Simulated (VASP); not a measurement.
# Ir (Fm-3m) in VASP: single point with PBEsol

Aim: the single point of Ir with PBEsol.

Everything below comes from runs of VASP 6.6.1. Logs are shortened: lines on timing, memory, paths and dates and some standing lists are left out, and cuts for length are marked.

## Step 1: The cell of the first run

It takes space group Fm-3m (No. 225, cubic). The conventional cell has a = 3.905 Å, b = 3.905 Å, c = 3.905 Å, α = 90.00°, β = 90.00°, γ = 90.00°. Ir (site symmetry m-3m) has 12 Ir at 2.76 Å within 3.6 Å.

## Step 2: Single point, PBEsol, non-collinear spin, typed start, spin-orbit coupling

INCAR

```
SYSTEM = Ir
PREC = Accurate ; ENCUT = 520
EDIFF = 1E-6 ; ISMEAR = -1
SIGMA = 0.1 ; LREAL = .FALSE.
LASPH = .TRUE. ; NELM = 150
ALGO = Normal ; ISIF = 2
LWAVE = .FALSE. ; LCHARG = .FALSE.
MAGMOM = 0.707 0.707 0 ; LORBIT = 11
LSORBIT = .TRUE. ; GGA_COMPAT = .FALSE.
LORBMOM = .TRUE. ; LMAXMIX = 4
GGA = PS ; NBANDS = 20
```

KPOINTS

```
regular mesh
0
G
  15 15 15
  0 0 0
```

POSCAR

```
Ir
1.0
    0.0000000000      1.9527372400      1.9527372400
    1.9527372400      0.0000000000      1.9527372400
    1.9527372400      1.9527372400      0.0000000000
Ir
1
Direct
    0.0000000000      0.0000000000      0.0000000000
```

Potentials or basis: VASP PAW PBE potentials, release 64 (Ir).

Run with:

```console
> cat potpaw_PBE.64/Ir/POTCAR > POTCAR
> mpirun -np 1 vasp_ncl > vasp.out
```

OUTCAR:

```text
SYSTEM = Ir
   PREC = Accurate
   ENCUT = 520
   EDIFF = 1E-6
   ISMEAR = -1
   LREAL = .FALSE.
   LASPH = .TRUE.
   NELM = 150
   ISIF = 2
   LORBIT = 11
   LSORBIT = .TRUE.
   GGA = PS

 ion  position               nearest neighbor table
   1  0.000  0.000  0.000-

  LATTYP: Found a face centered cubic cell.
 ALAT       =     3.9054744800

  Lattice vectors:

 A1 = (   0.0000000000,   1.9527372400,   1.9527372400)
 A2 = (   1.9527372400,   0.0000000000,   1.9527372400)
 A3 = (   1.9527372400,   1.9527372400,   0.0000000000)

Analysis of symmetry for initial positions (statically):
=====================================================================
 Subroutine PRICEL returns:
 Original cell was already a primitive cell.

 Routine SETGRP: Setting up the symmetry group for a
 face centered cubic supercell.

 Subroutine GETGRP returns: Found 48 space group operations
 (whereof 48 operations were pure point group operations)
 out of a pool of 48 trial point group operations.

The static configuration has the point symmetry O_h .

Analysis of symmetry for dynamics (positions and initial velocities):
=====================================================================
 Subroutine PRICEL returns:
 Original cell was already a primitive cell.

 Routine SETGRP: Setting up the symmetry group for a
 face centered cubic supercell.

 Subroutine GETGRP returns: Found 48 space group operations
 (whereof 48 operations were pure point group operations)
 out of a pool of 48 trial point group operations.

The dynamic configuration has the point symmetry O_h .

Analysis of structural, dynamic, and magnetic symmetry:
=====================================================================
 Subroutine PRICEL returns:
 Original cell was already a primitive cell.

 Routine SETGRP: Setting up the symmetry group for a
 face centered cubic supercell.

 Subroutine GETGRP returns: Found  4 space group operations
 (whereof  4 operations were pure point group operations)
 out of a pool of 48 trial point group operations.

The overall configuration has the point symmetry C_2h.

 Subroutine INISYM returns: Found  4 space group operations
 (whereof  4 operations are pure point group operations),
 and found     1 'primitive' translations

----------------------------------------------------------------------------------------

                                     Primitive cell

  volume of cell :      14.8923

  direct lattice vectors                    reciprocal lattice vectors
     0.000000000  1.952737240  1.952737240    -0.256050835  0.256050835  0.256050835
     1.952737240  0.000000000  1.952737240     0.256050835 -0.256050835  0.256050835
     1.952737240  1.952737240  0.000000000     0.256050835  0.256050835 -0.256050835

  length of vectors
     2.761587489  2.761587489  2.761587489     0.443493055  0.443493055  0.443493055

  position of ions in fractional coordinates (direct lattice)
     0.000000000  0.000000000  0.000000000

  ion indices of the primitive-cell ions
   primitive index   ion index
                 1           1

----------------------------------------------------------------------------------------

 KPOINTS: regular mesh

Automatic generation of k-mesh.
 Grid dimensions read from file:
 generate k-points for:   15   15   15

 Generating k-lattice:

  Cartesian coordinates                     Fractional coordinates (reciprocal lattice)
    -0.017070056  0.017070056  0.017070056     0.066666667  0.000000000  0.000000000
     0.017070056 -0.017070056  0.017070056     0.000000000  0.066666667  0.000000000
     0.017070056  0.017070056 -0.017070056     0.000000000  0.000000000  0.066666667

  Length of vectors
     0.029566204  0.029566204  0.029566204

  Shift w.r.t. Gamma in fractional coordinates (k-lattice)
     0.000000000  0.000000000  0.000000000

 Subroutine IBZKPT returns following result:
 ===========================================

 Found    904 irreducible k-points:

 Following reciprocal coordinates:
            Coordinates               Weight
  0.000000  0.000000  0.000000      1.000000
  0.066667  0.000000  0.000000      2.000000
  0.000000  0.066667  0.000000      2.000000
  0.000000  0.000000  0.066667      4.000000
  0.133333  0.000000  0.000000      2.000000
  0.000000  0.133333  0.000000      2.000000
[... 16 lines left out ...]
  0.066667  0.066667  0.000000      2.000000
  0.000000  0.066667  0.066667      4.000000
 [... further k-points ...]
   k-points           NKPTS =    904   k-points in BZ     NKDIM =    904   number of bands    NBANDS=     20
   number of dos      NEDOS =    301   number of ions     NIONS =      1
   total plane-waves  NPLWV =  13824
   dimension x,y,z NGX =    24 NGY =   24 NGZ =   24
   dimension x,y,z NGXF=    48 NGYF=   48 NGZF=   48
   ions per type =               1
   NGX,Y,Z   is equivalent  to a cutoff of  14.45, 14.45, 14.45 a.u.
   NGXF,Y,Z  is equivalent  to a cutoff of  28.90, 28.90, 28.90 a.u.
 SYSTEM =  Ir
   PREC   = accura    normal or accurate (medium, high low for compatibility)
   ISTART =      0    job   : 0-new  1-cont  2-samecut
   ICHARG =      2    charge: 1-file 2-atom 10-const
   ISPIN  =      1    spin polarized calculation?
   LNONCOLLINEAR =      T non collinear calculations
   LSORBIT =      T    spin-orbit coupling
   LASPH  =      T    aspherical Exc in radial PAW
   ENCUT  =  520.0 eV  38.22 Ry    6.18 a.u.   5.13  5.13  5.13*2*pi/ulx,y,z
   NELM   =    150;   NELMIN=  2; NELMDL= -5     # of ELM steps
   EDIFF  = 0.1E-05   stopping-criterion for ELM
   LREAL  =      F    real-space projection
   EDIFFG = 0.1E-04   stopping-criterion for IOM
   NSW    =      0    number of steps for IOM
   IBRION =     -1    ionic relax: 0-MD 1-quasi-New 2-CG
   NFREE  =      0    steps in history (QN), initial steepest desc. (CG)
   ISIF   =      2    stress and relaxation
   ISYM   =      2    0-nonsym 1-usesym 2-fastsym
   POTIM  = 0.5000    time-step for ionic-motion
   TEBEG  =    0.0;   TEEND  =   0.0 temperature during run
   PSTRESS=    0.0 pullay stress
   NELECT =       9.0000    total number of electrons
   NUPDOWN=      -1.0000    fix difference up-down
   EMIN   =  10.00;   EMAX   =-10.00  energy-range for DOS
   EFERMI =   0.00;   METHOD = LEGACY
   ISMEAR =    -1;   SIGMA  =   0.10  broadening in eV -4-tet -1-fermi 0-gaus
   EFERMI_NEDOS =   21; number of points for ismear=-14 and -15
   IALGO  =     38    algorithm
   IMIX   =      4    mixing-type and parameters
     AMIX     =   0.40;   BMIX     =  1.00
     AMIX_MAG =   1.60;   BMIX_MAG =  1.00
  volume/ion in A,a.u.               =      14.89       100.50
  Fermi-wavevector in a.u.,A,eV,Ry     =   1.384103  2.615576 26.065254  1.915742
  Thomas-Fermi vector in A             =   2.508639
   LORBIT       =     11    0 simple, 1 ext, 2 COOP (PROOUT), +10 PAW based schemes
   GGA     = PS    functional components
   LHFCALC =     F    Hartree Fock is set to
   AEXX    =    0.0000 exact exchange contribution
   IVDW    =     0    specifies the selected vdW correction
   LEPSILON=     F    determine dielectric tensor
   LRPA    =     F    only Hartree local field effects (RPA)
  energy-cutoff  :      520.00
  volume of cell :       14.89
 maximum number of plane-waves:       830
 NGX is ok and might be reduce to    24
   NGX = 11   NGY = 11   NGZ = 11

 number of electron       9.0000001 magnetization      -0.0167026     -0.0167026     -0.0000000

 number of electron       9.0000001 magnetization       0.0004069      0.0004069      0.0000000

 number of electron       9.0000001 magnetization       0.0000153      0.0000153     -0.0000000

 number of electron       9.0000001 magnetization      -0.0001682     -0.0001682      0.0000000

 Free energy of the ion-electron system (eV)
  ---------------------------------------------------
  ext. energy  EPLUGINS =         0.00000000
  ---------------------------------------------------
  free energy    TOTEN  =       -10.18100298 eV

  energy without entropy =      -10.14949334  energy(sigma->0) =      -10.16524816

 E-fermi :   9.4374     XC(G=0): -13.8012

 val. band max:        9.4161615275   @ k =  -0.4000   0.4667   0.0667
 cond. band min:       9.4705373493   @ k =   0.4000  -0.4667   0.0000
 fundamental gap:      0.0543758218
 Fermi energy:         9.4373773229

 k-point     1 :       0.0000    0.0000    0.0000
  band No.  band energies     occupation
      1      -1.2637      1.00000
      2      -1.2635      1.00000
      3       5.4079      1.00000
      4       5.4079      1.00000
      5       5.4079      1.00000
      6       5.4080      1.00000
[... 12 lines left out ...]
     19      29.2261      0.00000
     20      29.2262      0.00000

 k-point     2 :       0.0667    0.0000    0.0000
  band No.  band energies     occupation
      1      -1.0775      1.00000
      2      -1.0773      1.00000
      3       5.3792      1.00000
      4       5.3793      1.00000
      5       5.4623      1.00000
      6       5.4623      1.00000
[... 12 lines left out ...]
     19      29.5213      0.00000
     20      29.5213      0.00000

 k-point     3 :       0.0000    0.0667    0.0000
  band No.  band energies     occupation
      1      -1.0775      1.00000
      2      -1.0773      1.00000
      3       5.3792      1.00000
      4       5.3793      1.00000
      5       5.4623      1.00000
      6       5.4623      1.00000
[... 12 lines left out ...]
     19      29.5213      0.00000
     20      29.5213      0.00000

 k-point     4 :       0.0000    0.0000    0.0667
  band No.  band energies     occupation
      1      -1.0775      1.00000
      2      -1.0773      1.00000
      3       5.3792      1.00000
      4       5.3793      1.00000
      5       5.4622      1.00000
      6       5.4623      1.00000
[... 429 lines left out ...]
 k-point    23 :       0.0667    0.0667    0.0000
  band No.  band energies     occupation
      1      -1.0150      1.00000
      2      -1.0148      1.00000
      3       5.3179      1.00000
      4       5.3180      1.00000
      5       5.5249      1.00000
      6       5.5249      1.00000
[... 12 lines left out ...]
     19      29.3293      0.00000
     20      29.3293      0.00000

 k-point    24 :       0.0000    0.0667    0.0667
  band No.  band energies     occupation
      1      -1.0150      1.00000
      2      -1.0148      1.00000
      3       5.3179      1.00000
      4       5.3180      1.00000
      5       5.5248      1.00000
      6       5.5249      1.00000
[... 12 lines left out ...]
     19      29.3292      0.00000
     20      29.3293      0.00000

 [... further k-points ...]

------------------------ aborting loop because EDIFF is reached ----------------------------------------

  FORCE on cell =-STRESS in cart. coord.  units (eV):
  Direction    XX          YY          ZZ          XY          YZ          ZX
  --------------------------------------------------------------------------------------
  -------------------------------------------------------------------------------------
  Total       -1.6247874     -1.6247874     -1.6247868      0.0000022      0.0000001     -0.0000001
  in kB     -174.8017211   -174.8017211   -174.8016536      0.0002369      0.0000078     -0.0000093
  external PRESSURE =    -174.8016986 kB  Pullay stress =       0.0000000 kB

 VOLUME and BASIS-vectors are now :
 -----------------------------------------------------------------------------
  energy-cutoff  :      520.00
  volume of cell :       14.89
      direct lattice vectors                 reciprocal lattice vectors
     0.000000000  1.952737240  1.952737240    -0.256050835  0.256050835  0.256050835
     1.952737240  0.000000000  1.952737240     0.256050835 -0.256050835  0.256050835
     1.952737240  1.952737240  0.000000000     0.256050835  0.256050835 -0.256050835

 POSITION                                       TOTAL-FORCE (eV/Angst)
 -----------------------------------------------------------------------------------
      0.00000      0.00000      0.00000         0.000000      0.000000      0.000000
 -----------------------------------------------------------------------------------
    total drift:                                0.000000      0.000000      0.000000

  FREE ENERGIE OF THE ION-ELECTRON SYSTEM (eV)
  ---------------------------------------------------
  free  energy   TOTEN  =       -10.1810029829 eV

  energy  without entropy=      -10.1494933436  energy(sigma->0) =      -10.16524816

 orbital moment (x)

 # of ion     p       d       tot
 ----------------------------------------
  1         0.000  -0.000  -0.000
 ----------------------------------------
            0.000  -0.000  -0.000

 orbital moment (y)

 # of ion     p       d       tot
 ----------------------------------------
  1         0.000  -0.000  -0.000
 ----------------------------------------
            0.000  -0.000  -0.000

 orbital moment (z)

 # of ion     p       d       tot
 ----------------------------------------
  1         0.000   0.000   0.000
 ----------------------------------------
            0.000   0.000   0.000

 Spin-Orbit-Coupling matrix elements

 Ion:    1  E_soc:     -0.7831481
 l=   1
     0.0000000    -0.0367587    -0.0367587
    -0.0367587     0.0000000    -0.0367587
    -0.0367587    -0.0367587     0.0000000
 l=   2
     0.0000000    -0.0161251     0.0000000    -0.0161251    -0.0776409
    -0.0161251     0.0000000    -0.0582307    -0.0161251    -0.0194102
     0.0000000    -0.0582307     0.0000000    -0.0582307     0.0000000
    -0.0161251    -0.0161251    -0.0582307     0.0000000    -0.0194102
    -0.0776409    -0.0194102     0.0000000    -0.0194102     0.0000000
 l=   3
     0.0000000     0.0000000     0.0000000     0.0000000     0.0000000     0.0000000     0.0000000
     0.0000000     0.0000000     0.0000000     0.0000000     0.0000000     0.0000000     0.0000000
     0.0000000     0.0000000     0.0000000     0.0000000     0.0000000     0.0000000     0.0000000
     0.0000000     0.0000000     0.0000000     0.0000000     0.0000000     0.0000000     0.0000000
     0.0000000     0.0000000     0.0000000     0.0000000     0.0000000     0.0000000     0.0000000
     0.0000000     0.0000000     0.0000000     0.0000000     0.0000000     0.0000000     0.0000000
     0.0000000     0.0000000     0.0000000     0.0000000     0.0000000     0.0000000     0.0000000

 total charge

# of ion       s       p       d       tot
------------------------------------------
    1        0.643   0.686   6.892   8.221

 magnetization (x)

# of ion       s       p       d       tot
------------------------------------------
    1       -0.000  -0.000  -0.000  -0.000

 magnetization (y)

# of ion       s       p       d       tot
------------------------------------------
    1       -0.000  -0.000  -0.000  -0.000

 magnetization (z)

# of ion       s       p       d       tot
------------------------------------------
    1        0.000   0.000   0.000   0.000
```

Run time: 12 min. Hardware: 1 thread of AMD EPYC 7R13 (Zen 3), shared host; peak memory 0.46 GiB.

Results:

```
Free energy                                           : -10.1810 eV
Pressure                                              : -17.5 GPa
Net moment                                            : 0.00 μB per cell
Valence electrons inside the program's atomic spheres : Ir 8.22
```

Moments on the atoms (μB; x, y, z):
```
Ir  0.00 0.00 0.00
```

Caveat: the PAW data sets were made with another functional, which shifts forces and pressure a little.
